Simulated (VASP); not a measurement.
Here is a VASP 6.6.1 calculation.

The input INCAR:

```
SYSTEM = ScPb2
PREC     = Accurate       ! precision mode
ENCUT    = 520            ! plane-wave cutoff, eV
EDIFF    = 1E-6           ! SCF threshold, eV
ISMEAR   = 0              ! smearing method
SIGMA    = 0.1            ! smearing width, eV
LREAL    = .FALSE.        ! projectors in reciprocal space
LASPH    = .TRUE.         ! aspherical terms in the spheres
NELM     = 80             ! most SCF steps
ALGO     = Normal         ! electronic algorithm
ISIF     = 2              ! what is computed and relaxed
LWAVE    = .FALSE.        ! write WAVECAR
LCHARG   = .FALSE.        ! write CHGCAR
GGA      = PE             ! functional
NBANDS   = 26             ! bands
```

Contents of KPOINTS:

```
Automatic mesh
0
G
  6 6 6
  0 0 0
```

The input POSCAR:

```
ScPb2
1.0
   -1.9968608131      1.9968608131      4.8985491822
    1.9968608131     -1.9968608131      4.8985491822
    1.9968608131      1.9968608131     -4.8985491822
Sc Pb
1 2
Direct
    0.0000000000      0.0000000000      0.0000000000
    0.6650000000      0.6650000000      0.0000000000
    0.3350000000      0.3350000000      0.0000000000
```

Potentials or basis: VASP PAW PBE potentials, release 64 (Sc_sv, Pb_d).

Launch:

```bash
$ cat potpaw_PBE.64/Sc_sv/POTCAR potpaw_PBE.64/Pb_d/POTCAR > POTCAR
$ mpirun -np 1 vasp_std > vasp.out
```

Q: Predict the band gap on the k mesh.

A: Zero (an odd number of electrons rules out a gap without spin polarisation).

Q: Estimate the largest force.

A: 0.173 eV/Å.

Q: What does it give for the pressure?

A: 2.3 GPa.

Stress tensor (GPa, compression positive):
```
1.37 0.00 0.00
0.00 1.37 0.00
0.00 0.00 4.26
```

Caveat: spin-orbit coupling is left out, which moves the levels of the heavy elements.
